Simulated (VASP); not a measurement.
Set up this calculation in VASP 6.6.1, as the native input.

```yaml
Task: single point
Functional: r2SCAN
Potentials_or_basis: VASP PAW PBE potentials, release 64 (Ga_d, N)
Cutoff: 520 eV
k_mesh: 8 × 8 × 8
Occupations: gaussian, width 0.01 eV
Spin: no spin polarisation
Dipole_correction: no
Further_INCAR_settings: ALGO = Normal; EDIFF = 1e-06; NBANDS = 16
```

Crystal: GaN.

```
Ga N
1.0
     0.00000    2.17025    2.17025
     2.17025    0.00000    2.17025
     2.17025    2.17025    0.00000
Ga N
1 1
Cartesian
  0.0000 0.0000 0.0000
  2.1702 2.1702 2.1702
```

One way to write it, as run:

POSCAR

```
GaN
1.0
    0.0000000000      2.1702450749      2.1702450749
    2.1702450749      0.0000000000      2.1702450749
    2.1702450749      2.1702450749      0.0000000000
Ga N
1 1
Direct
    0.0000000000      0.0000000000      0.0000000000
    0.5000000000      0.5000000000      0.5000000000
```

INCAR.step1

```
PREC = Accurate
ENCUT = 520
ISMEAR = 0
SIGMA = 0.01
LREAL = F
LASPH = T
NELM = 80
NBANDS = 16
GGA = PE
ALGO = Normal
EDIFF = 1E-4
LWAVE = T
LCHARG = F
```

INCAR.step2

```
PREC = Accurate
ENCUT = 520
EDIFF = 1E-6
ISMEAR = 0
SIGMA = 0.01
LREAL = F
LASPH = T
NELM = 80
ALGO = Normal
ISIF = 2
LWAVE = F
LCHARG = T
METAGGA = R2SCAN
LMIXTAU = T
LELF = T
LVHAR = T
NBANDS = 16
ISTART = 1
```

KPOINTS

```
regular mesh
0
Gamma
  8 8 8
```

Potentials or basis: VASP PAW PBE potentials, release 64 (Ga_d, N).

Run with:

```sh
$ cat potpaw_PBE.64/Ga_d/POTCAR potpaw_PBE.64/N/POTCAR > POTCAR
$ cp INCAR.step1 INCAR
$ mpirun -np 1 vasp_std > vasp.out
$ cp INCAR.step2 INCAR
$ mpirun -np 1 vasp_std > vasp.out
```

It gave:

* Pressure: -16.8 GPa
* Band gap on the k mesh: 0.60 eV, indirect (least direct gap 2.31 eV)

Caveat: the PAW data sets were made with another functional, which shifts forces and pressure a little.

It took 15 s on 1 thread of Intel(R) Xeon(R) 6975P-C (Granite Rapids) (shared host), peak memory 0.14 GiB.
